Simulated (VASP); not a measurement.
A run of VASP 6.6.1:

File INCAR:

```
SYSTEM = ZnS
ALGO = Normal ; EDIFF = 1E-6
ENCUT = 520 ; GGA = PE
ISIF = 2 ; ISMEAR = 0
LASPH = .TRUE. ; LCHARG = .TRUE.
LELF = .TRUE. ; LREAL = .FALSE.
LVHAR = .TRUE. ; LWAVE = .FALSE.
NBANDS = 26 ; NELM = 60
PREC = Accurate ; SIGMA = 0.05
```

KPOINTS

```
k-points
0
G
  9 9 4
  0 0 0
```

File POSCAR:

```
ZnS
1.0
    3.8455587354      0.0000000000      0.0000000000
   -1.9227793677      3.3303515566      0.0000000000
    0.0000000000      0.0000000000      6.3037246812
Zn S
2 2
Direct
    0.2993460745      0.6666666667      0.0052003729
    0.7006539255      0.3333333333      0.5052003729
    0.3607984271      0.6666666667      0.3797996271
    0.6392015729      0.3333333333      0.8797996271
```

Potentials or basis: VASP PAW PBE potentials, release 64 (Zn, S).

Launch:

```sh
$ cat potpaw_PBE.64/Zn/POTCAR potpaw_PBE.64/S/POTCAR > POTCAR
$ mpirun -np 1 vasp_std > vasp.out
```

Hardware: 1 thread of Intel(R) Xeon(R) Platinum 8488C (Sapphire Rapids), with other jobs on the host.

Task: How long does it take, and how much memory?

Result: Run time: 4 min on 1 thread of Intel(R) Xeon(R) Platinum 8488C (Sapphire Rapids), with other jobs on the host, peak memory 0.34 GiB. Counts: scf iterations 14, k points 123.
